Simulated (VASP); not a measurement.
Crystal: Be2Se.

```
Be Se
1.0
     3.42153    0.00000    0.00000
    -1.71076    2.96313    0.00000
     0.00000    0.00000    8.30323
Be Se
4 2
Direct
  0.33333 0.66667 0.58170
  0.66667 0.33333 0.08170
  0.33333 0.66667 0.91830
  0.66667 0.33333 0.41830
  0.33333 0.66667 0.25000
  0.66667 0.33333 0.75000
```

* Program: VASP 6.6.1
* Task: relaxation of cell and atoms
* Functional: PBE
* Potentials or basis: VASP PAW PBE potentials, release 64 (Be, Se)
* Cutoff: 600 eV
* k mesh: 12 × 12 × 6
* Occupations: gaussian, width 0.1 eV
* Spin: no spin polarisation

At the start: pressure -0.4 GPa; volume 14.03 Å³/atom.

Question: How do energy, volume and symmetry change on relaxing?

Answer: Over 7 steps the energy falls by 5.3 meV/atom and the volume is 13.96 Å³/atom (-0.5 %); space group P6_3/mmc (No. 194, to 0.1 Å) before and after.

The path:
```
step  energy change (eV)  largest force (eV/Å)  pressure (GPa)  volume (Å³)
   1              0.0000                0.0747           -0.40        84.18
   2             -0.0201                0.1168           -0.03        83.74
   3             -0.0248                0.1427            0.27        83.43
   4             -0.0289                0.0932            0.02        83.69
   5             -0.0312                0.0152           -0.37        84.12
   6             -0.0317                0.0121            0.07        83.62
   7             -0.0317                0.0059           -0.03        83.73
```

Final structure:
```
Be Se
1.0
     3.45624    0.00000    0.00000
    -1.72812    2.99319    0.00000
     0.00000    0.00000    8.09372
Be Se
4 2
Direct
  0.33333 0.66667 0.57785
  0.66667 0.33333 0.07785
  0.33333 0.66667 0.92215
  0.66667 0.33333 0.42215
  0.33333 0.66667 0.25000
  0.66667 0.33333 0.75000
```
